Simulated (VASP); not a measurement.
# TiB (Fm-3m) in VASP: further runs

Runs on TiB. Level: PBEsol. Tasks: single point, relaxation of cell and atoms.

All numbers are computed with VASP 6.6.1; they aren't measurements. Logs are shortened: lines on timing, memory, paths and dates and some standing lists are left out, and cuts for length are marked.

### Step 1. The cell of the first run

The structure is cubic, space group Fm-3m (No. 225). The conventional cell has a = 4.490 Å, b = 4.490 Å, c = 4.490 Å, α = 90.00°, β = 90.00°, γ = 90.00°. Ti (site symmetry m-3m) has 6 B at 2.24 Å within 3.0 Å. B (site symmetry m-3m) has 6 Ti at 2.24 Å within 3.0 Å.

### Step 2. Single point, PBEsol

INCAR reads:

```
PREC = Accurate
ENCUT = 500
EDIFF = 1E-6
ISMEAR = 0
SIGMA = 0.1
LREAL = False
LASPH = True
NELM = 120
ALGO = Normal
ISIF = 2
LWAVE = False
LCHARG = True
GGA = PS
LELF = True
LVHAR = True
NBANDS = 14
GGA_COMPAT = False
```

KPOINTS reads:

```
regular mesh
0
Gamma
  8 8 8
```

POSCAR reads:

```
TiB
1.0
    0.0000000000      2.2448305324      2.2448305324
    2.2448305324      0.0000000000      2.2448305324
    2.2448305324      2.2448305324      0.0000000000
Ti B
1 1
Direct
    0.0000000000      0.0000000000      0.0000000000
    0.5000000000      0.5000000000      0.5000000000
```

Potentials or basis: VASP PAW PBE potentials, release 64 (Ti_sv, B).

On the command line:

```console
cat potpaw_PBE.64/Ti_sv/POTCAR potpaw_PBE.64/B/POTCAR > POTCAR
mpirun -np 1 vasp_std > vasp.out
```

OUTCAR:

```text
PREC = Accurate
   ENCUT = 500
   EDIFF = 1E-6
   ISMEAR = 0
   LREAL = False
   LASPH = True
   NELM = 120
   ISIF = 2
   GGA = PS

 ion  position               nearest neighbor table
   1  0.000  0.000  0.000-   2 2.24   2 2.24   2 2.24   2 2.24   2 2.24   2 2.24
   2  0.500  0.500  0.500-   1 2.24   1 2.24   1 2.24   1 2.24   1 2.24   1 2.24

  LATTYP: Found a face centered cubic cell.
 ALAT       =     4.4896610648

  Lattice vectors:

 A1 = (   0.0000000000,   2.2448305324,   2.2448305324)
 A2 = (   2.2448305324,   0.0000000000,   2.2448305324)
 A3 = (   2.2448305324,   2.2448305324,   0.0000000000)

Analysis of symmetry for initial positions (statically):
=====================================================================
 Subroutine PRICEL returns:
 Original cell was already a primitive cell.

 Routine SETGRP: Setting up the symmetry group for a
 face centered cubic supercell.

 Subroutine GETGRP returns: Found 48 space group operations
 (whereof 48 operations were pure point group operations)
 out of a pool of 48 trial point group operations.

The static configuration has the point symmetry O_h .

Analysis of symmetry for dynamics (positions and initial velocities):
=====================================================================
 Subroutine PRICEL returns:
 Original cell was already a primitive cell.

 Routine SETGRP: Setting up the symmetry group for a
 face centered cubic supercell.

 Subroutine GETGRP returns: Found 48 space group operations
 (whereof 48 operations were pure point group operations)
 out of a pool of 48 trial point group operations.

The dynamic configuration has the point symmetry O_h .

 Subroutine INISYM returns: Found 48 space group operations
 (whereof 48 operations are pure point group operations),
 and found     1 'primitive' translations

----------------------------------------------------------------------------------------

                                     Primitive cell

  volume of cell :      22.6246

  direct lattice vectors                    reciprocal lattice vectors
     0.000000000  2.244830532  2.244830532    -0.222733963  0.222733963  0.222733963
     2.244830532  0.000000000  2.244830532     0.222733963 -0.222733963  0.222733963
     2.244830532  2.244830532  0.000000000     0.222733963  0.222733963 -0.222733963

  length of vectors
     3.174669784  3.174669784  3.174669784     0.385786540  0.385786540  0.385786540

  position of ions in fractional coordinates (direct lattice)
     0.000000000  0.000000000  0.000000000
     0.500000000  0.500000000  0.500000000

  ion indices of the primitive-cell ions
   primitive index   ion index
                 1           1
                 2           2

----------------------------------------------------------------------------------------

 KPOINTS: regular mesh

Automatic generation of k-mesh.
 Grid dimensions read from file:
 generate k-points for:    8    8    8

 Generating k-lattice:

  Cartesian coordinates                     Fractional coordinates (reciprocal lattice)
    -0.027841745  0.027841745  0.027841745     0.125000000  0.000000000  0.000000000
     0.027841745 -0.027841745  0.027841745     0.000000000  0.125000000  0.000000000
     0.027841745  0.027841745 -0.027841745     0.000000000  0.000000000  0.125000000

  Length of vectors
     0.048223317  0.048223317  0.048223317

  Shift w.r.t. Gamma in fractional coordinates (k-lattice)
     0.000000000  0.000000000  0.000000000

 Subroutine IBZKPT returns following result:
 ===========================================

 Found     29 irreducible k-points:

 Following reciprocal coordinates:
            Coordinates               Weight
  0.000000  0.000000  0.000000      1.000000
  0.125000  0.000000  0.000000      8.000000
  0.250000  0.000000  0.000000      8.000000
  0.375000  0.000000  0.000000      8.000000
  0.500000  0.000000  0.000000      4.000000
  0.125000  0.125000  0.000000      6.000000
[... 16 lines left out ...]
  0.500000  0.250000  0.125000     48.000000
 -0.375000  0.250000  0.125000     24.000000
 [... further k-points ...]
   k-points           NKPTS =     29   k-points in BZ     NKDIM =     29   number of bands    NBANDS=     14
   number of dos      NEDOS =    301   number of ions     NIONS =      2
   total plane-waves  NPLWV =  13824
   dimension x,y,z NGX =    24 NGY =   24 NGZ =   24
   dimension x,y,z NGXF=    48 NGYF=   48 NGZF=   48
   ions per type =               1   1
   NGX,Y,Z   is equivalent  to a cutoff of  12.57, 12.57, 12.57 a.u.
   NGXF,Y,Z  is equivalent  to a cutoff of  25.14, 25.14, 25.14 a.u.
 SYSTEM =  unknown system
   PREC   = accura    normal or accurate (medium, high low for compatibility)
   ISTART =      0    job   : 0-new  1-cont  2-samecut
   ICHARG =      2    charge: 1-file 2-atom 10-const
   ISPIN  =      1    spin polarized calculation?
   LNONCOLLINEAR =      F non collinear calculations
   LSORBIT =      F    spin-orbit coupling
   LASPH  =      T    aspherical Exc in radial PAW
   ENCUT  =  500.0 eV  36.75 Ry    6.06 a.u.   5.79  5.79  5.79*2*pi/ulx,y,z
   NELM   =    120;   NELMIN=  2; NELMDL= -5     # of ELM steps
   EDIFF  = 0.1E-05   stopping-criterion for ELM
   LREAL  =      F    real-space projection
   EDIFFG = 0.1E-04   stopping-criterion for IOM
   NSW    =      0    number of steps for IOM
   IBRION =     -1    ionic relax: 0-MD 1-quasi-New 2-CG
   NFREE  =      0    steps in history (QN), initial steepest desc. (CG)
   ISIF   =      2    stress and relaxation
   ISYM   =      2    0-nonsym 1-usesym 2-fastsym
   POTIM  = 0.5000    time-step for ionic-motion
   TEBEG  =    0.0;   TEEND  =   0.0 temperature during run
   PSTRESS=    0.0 pullay stress
   NELECT =      15.0000    total number of electrons
   NUPDOWN=      -1.0000    fix difference up-down
   EMIN   =  10.00;   EMAX   =-10.00  energy-range for DOS
   EFERMI =   0.00;   METHOD = LEGACY
   ISMEAR =     0;   SIGMA  =   0.10  broadening in eV -4-tet -1-fermi 0-gaus
   EFERMI_NEDOS =   21; number of points for ismear=-14 and -15
   IALGO  =     38    algorithm
   IMIX   =      4    mixing-type and parameters
     AMIX     =   0.40;   BMIX     =  1.00
     AMIX_MAG =   1.60;   BMIX_MAG =  1.00
  volume/ion in A,a.u.               =      11.31        76.34
  Fermi-wavevector in a.u.,A,eV,Ry     =   1.427507  2.697598 27.725643  2.037777
  Thomas-Fermi vector in A             =   2.547669
   LORBIT       =      0    0 simple, 1 ext, 2 COOP (PROOUT), +10 PAW based schemes
   GGA     = PS    functional components
   LHFCALC =     F    Hartree Fock is set to
   AEXX    =    0.0000 exact exchange contribution
   IVDW    =     0    specifies the selected vdW correction
   LEPSILON=     F    determine dielectric tensor
   LRPA    =     F    only Hartree local field effects (RPA)
 non-spin polarized calculation
 Gauss-broadening in eV      SIGMA  =   0.10
  energy-cutoff  :      500.00
  volume of cell :       22.62
 maximum number of plane-waves:       588
   NGX = 11   NGY = 11   NGZ = 11

 number of electron      15.0000005 magnetization

 Free energy of the ion-electron system (eV)
  ---------------------------------------------------
  ext. energy  EPLUGINS =         0.00000000
  ---------------------------------------------------
  free energy    TOTEN  =       -16.05865698 eV

  energy without entropy =      -16.04982580  energy(sigma->0) =      -16.05424139

 E-fermi :   7.4063     XC(G=0): -12.1784

 val. band max:        7.3712484777   @ k =   0.2500   0.0000   0.0000
 cond. band min:       7.4218746792   @ k =   0.2500   0.1250   0.0000
 fundamental gap:      0.0506262015
 Fermi energy:         7.4063272785

 k-point     1 :       0.0000    0.0000    0.0000
  band No.  band energies     occupation
      1     -48.1212      2.00000
      2     -24.3332      2.00000
      3     -24.3332      2.00000
      4     -24.3332      2.00000
      5      -1.6981      2.00000
      6       8.7876      0.00000
      7       8.7876      0.00000
      8       8.7876      0.00000
      9       9.7097      0.00000
     10       9.7097      0.00000
     11      11.9507      0.00000
     12      11.9507      0.00000
     13      11.9507      0.00000
     14      21.1371      0.00000

 k-point     2 :       0.1250    0.0000    0.0000
  band No.  band energies     occupation
      1     -48.1144      2.00000
      2     -24.3852      2.00000
      3     -24.3387      2.00000
      4     -24.3387      2.00000
      5      -1.3444      2.00000
      6       8.0878      0.00000
      7       8.5009      0.00000
      8       8.5009      0.00000
      9       9.2851      0.00000
     10       9.2851      0.00000
     11      11.9683      0.00000
     12      13.1457      0.00000
     13      13.1457      0.00000
     14      21.0849      0.00000

 k-point     3 :       0.2500    0.0000    0.0000
  band No.  band energies     occupation
      1     -48.0977      2.00000
      2     -24.5090      2.00000
      3     -24.3521      2.00000
      4     -24.3521      2.00000
      5      -0.3475      2.00000
      6       6.5213      2.00000
      7       7.3712      1.38018
      8       7.3712      1.38017
      9       9.8131      0.00000
     10       9.8131      0.00000
     11      11.9986      0.00000
     12      15.0158      0.00000
     13      15.0158      0.00000
     14      19.7438      0.00000

 k-point     4 :       0.3750    0.0000    0.0000
  band No.  band energies     occupation
      1     -48.0810      2.00000
      2     -24.6304      2.00000
      3     -24.3654      2.00000
      4     -24.3654      2.00000
      5       1.1208      2.00000
      6       4.7104      2.00000
      7       6.5700      2.00000
      8       6.5700      2.00000
      9      10.5350      0.00000
     10      10.5350      0.00000
     11      12.1375      0.00000
     12      16.5885      0.00000
     13      16.5885      0.00000
     14      17.8807      0.00000

 k-point     5 :       0.5000    0.0000    0.0000
  band No.  band energies     occupation
      1     -48.0741      2.00000
      2     -24.6800      2.00000
      3     -24.3709      2.00000
      4     -24.3709      2.00000
      5       2.6789      2.00000
      6       3.0571      2.00000
      7       6.2923      2.00000
      8       6.2923      2.00000
      9      10.8817      0.00000
     10      10.8817      0.00000
     11      12.2674      0.00000
[... 276 lines left out ...]
 k-point    22 :       0.3750    0.2500    0.1250
  band No.  band energies     occupation
      1     -48.0852      2.00000
      2     -24.5354      2.00000
      3     -24.4183      2.00000
      4     -24.3721      2.00000
      5       0.3910      2.00000
      6       5.7693      2.00000
      7       6.8268      2.00000
      8       7.4658      0.40054
      9       9.4100      0.00000
     10      10.6754      0.00000
     11      12.8176      0.00000
     12      13.1090      0.00000
     13      16.1985      0.00000
     14      20.9866      0.00000

 k-point    23 :       0.5000    0.2500    0.1250
  band No.  band energies     occupation
      1     -48.0717      2.00000
      2     -24.6014      2.00000
      3     -24.4534      2.00000
      4     -24.3903      2.00000
      5       1.5895      2.00000
      6       4.7885      2.00000
      7       6.1804      2.00000
      8       6.8998      2.00000
      9      10.1126      0.00000
     10      11.1244      0.00000
     11      12.2555      0.00000
     12      13.9628      0.00000
     13      16.2005      0.00000
     14      20.0109      0.00000

 k-point    24 :      -0.3750    0.2500    0.1250
  band No.  band energies     occupation
      1     -48.0661      2.00000
      2     -24.6303      2.00000
      3     -24.4631      2.00000
      4     -24.4011      2.00000
      5       2.4460      2.00000
      6       4.0173      2.00000
      7       5.9850      2.00000
      8       6.6975      2.00000
      9      10.7715      0.00000
     10      10.8932      0.00000
     11      11.9418      0.00000
     12      15.1913      0.00000
     13      15.2041      0.00000
     14      19.4488      0.00000

 [... further k-points ...]

------------------------ aborting loop because EDIFF is reached ----------------------------------------

  FORCE on cell =-STRESS in cart. coord.  units (eV):
  Direction    XX          YY          ZZ          XY          YZ          ZX
  --------------------------------------------------------------------------------------
  -------------------------------------------------------------------------------------
  Total        0.0130247      0.0130247      0.0130247     -0.0000000      0.0000000      0.0000000
  in kB        0.9223538      0.9223538      0.9223538     -0.0000000      0.0000000      0.0000000
  external PRESSURE =       0.9223538 kB  Pullay stress =       0.0000000 kB

 VOLUME and BASIS-vectors are now :
 -----------------------------------------------------------------------------
  energy-cutoff  :      500.00
  volume of cell :       22.62
      direct lattice vectors                 reciprocal lattice vectors
     0.000000000  2.244830532  2.244830532    -0.222733963  0.222733963  0.222733963
     2.244830532  0.000000000  2.244830532     0.222733963 -0.222733963  0.222733963
     2.244830532  2.244830532  0.000000000     0.222733963  0.222733963 -0.222733963

 POSITION                                       TOTAL-FORCE (eV/Angst)
 -----------------------------------------------------------------------------------
      0.00000      0.00000      0.00000        -0.000000      0.000000      0.000000
      2.24483      2.24483      2.24483         0.000000     -0.000000     -0.000000
 -----------------------------------------------------------------------------------
    total drift:                                0.000000     -0.000000     -0.000000

  FREE ENERGIE OF THE ION-ELECTRON SYSTEM (eV)
  ---------------------------------------------------
  free  energy   TOTEN  =       -16.0586569828 eV

  energy  without entropy=      -16.0498258035  energy(sigma->0) =      -16.05424139
```

Wall time 6.9 s (1 thread of Intel Xeon Platinum 8259CL at 2.50GHz (Skylake/Cascade Lake), shared host); peak memory 0.14 GiB.

What came out:

```yaml
Free_energy: -16.0587 eV
Pressure: 0.1 GPa
Band_gap_on_the_k_mesh: zero (an odd number of electrons rules out a gap without spin polarisation)
```

Levels at points of the mesh, in eV from the Fermi level:
| k point | band 5 | band 6 | band 7 | band 8 | band 9 | band 10 | band 11 | band 12 |
| --- | --- | --- | --- | --- | --- | --- | --- | --- |
| (0.00, 0.00, 0.00) | -9.10 | 1.38 | 1.38 | 1.38 | 2.30 | 2.30 | 4.54 | 4.54 |
| (0.50, 0.00, 0.00) | -4.73 | -4.35 | -1.11 | -1.11 | 3.48 | 3.48 | 4.86 | 9.64 |
| (0.50, 0.50, 0.00) | -5.90 | -1.97 | -0.77 | 2.16 | 2.16 | 3.22 | 3.99 | 3.99 |

Caveat: the PAW data sets were made with another functional, which shifts forces and pressure a little.

(Part 1 of 2 ends here.)
